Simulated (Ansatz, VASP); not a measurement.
## One calculation of Si2Mo, two programs

File INCAR:

```
SYSTEM = Si2Mo
PREC     = Accurate       ! precision mode
ENCUT    = 500            ! plane-wave cutoff, eV
EDIFF    = 1E-7           ! SCF threshold, eV
ISMEAR   = -1             ! smearing method
SIGMA    = 0.05           ! smearing width, eV
LREAL    = .False.        ! projectors in reciprocal space
LASPH    = .True.         ! aspherical terms in the spheres
NELM     = 200            ! most SCF steps
ALGO     = Normal         ! electronic algorithm
ISIF     = 3              ! what is computed and relaxed
LWAVE    = .False.        ! write WAVECAR
LCHARG   = .False.        ! write CHGCAR
LMAXMIX  = 4              ! l up to which the mixer works
LDAU     = .True.         ! DFT+U
LDAUTYPE = 2            
LDAUL    = 2 -1           ! shell
LDAUU    = 2 0            ! U, eV
LDAUJ    = 0 0          
LDAUPRINT= 1            
GGA      = PS             ! functional
IBRION   = 2              ! ionic algorithm
NSW      = 60             ! ionic steps
EDIFFG   = -0.01          ! ionic threshold
GGA_COMPAT= .False.      
NELMIN   = 4
```

The input KPOINTS:

```
Automatic mesh
0
Gamma
  7 7 4
  0 0 0
```

POSCAR

```
Si2Mo
1.0
    4.5854715599      0.0000000000      0.0000000000
   -2.2927357800      3.9711348592      0.0000000000
    0.0000000000      0.0000000000      6.5797601000
Mo Si
3 6
Direct
    0.5000000000      0.5000000000      0.8333333333
    0.0000000000      0.5000000000      0.1666666667
    0.5000000000      0.0000000000      0.5000000000
    0.1638729800      0.3277459600      0.5000000000
    0.6722540400      0.8361270200      0.1666666667
    0.8361270200      0.1638729800      0.8333333333
    0.8361270200      0.6722540400      0.5000000000
    0.3277459600      0.1638729800      0.1666666667
    0.1638729800      0.8361270200      0.8333333333
```

Contents of input.yaml:

```yaml
crystal:
  lattice:
    - [4.5854715599, 0.0, 0.0]
    - [-2.29273578, 3.9711348592, 0.0]
    - [0.0, 0.0, 6.5797601]
  atoms:
    - { symbol: Mo, position: [0.5, 0.5, 0.8333333333] }
    - { symbol: Mo, position: [0.0, 0.5, 0.1666666667] }
    - { symbol: Mo, position: [0.5, 0.0, 0.5] }
    - { symbol: Si, position: [0.16387298, 0.32774596, 0.5] }
    - { symbol: Si, position: [0.67225404, 0.83612702, 0.1666666667] }
    - { symbol: Si, position: [0.83612702, 0.16387298, 0.8333333333] }
    - { symbol: Si, position: [0.83612702, 0.67225404, 0.5] }
    - { symbol: Si, position: [0.32774596, 0.16387298, 0.1666666667] }
    - { symbol: Si, position: [0.16387298, 0.83612702, 0.8333333333] }
hamiltonian:
  xc: pbesol
  pseudopotentials: { kind: paw }
  hubbard: { sites: [{ species: Mo, l: d, u_eff: 2.0 }] }
kpoints:
  mp_grid: { grid: [7, 7, 4] }
scf:
  occupations: { method: fermi_dirac, width: 0.05 }
output:
  forces: true
  stress: true
  eigenvalues: true
  write_density: true
  write_potential: true
  elf: true
  volumetric_format: npy
relax:
  f_tol: 0.01
  max_steps: 40
  cell: { stress_tol: 0.05 }
```

Alike in both runs: task relaxation of cell and atoms; functional PBEsol; k mesh 7 × 7 × 4; occupations fermi-dirac, width 0.05 eV; no spin polarisation; Hubbard terms Mo d U = 2.0 eV.

|  | VASP | Ansatz |
| --- | --- | --- |
| version | VASP 6.6.1 | Ansatz 0.2.0 |
| potentials or method | VASP PAW PBE potentials, release 64 (Mo_sv, Si) | Ansatz PAW |
| plane-wave cutoff (eV) | 500 | 420 |
| valence electrons in the cell | 66 | 66 |

|  | VASP | Ansatz | Ansatz less VASP |
| --- | --- | --- | --- |
| gap on the k mesh at the Fermi level, each at its own relaxed structure (eV) | 0.40 | 0.42 | +0.020 |
| relaxed volume (Å³/atom) | 13.31 | 13.19 | -0.123 |
| relaxed cell length with the largest relative difference (Å) | 4.587 | 4.571 | -0.0155 |

VASP's potentials were made for PBE, not for PBEsol. The programs project onto different local orbitals, so the same U acts differently, and such runs can settle in different states.

Noted on Ansatz's run: odd divisions of the mesh miss points on the zone boundary, where band edges often lie, so the gap on the mesh can be too wide; the plane-wave basis is chosen anew once the cell has moved, so the energies of steps on either side of that aren't comparable.
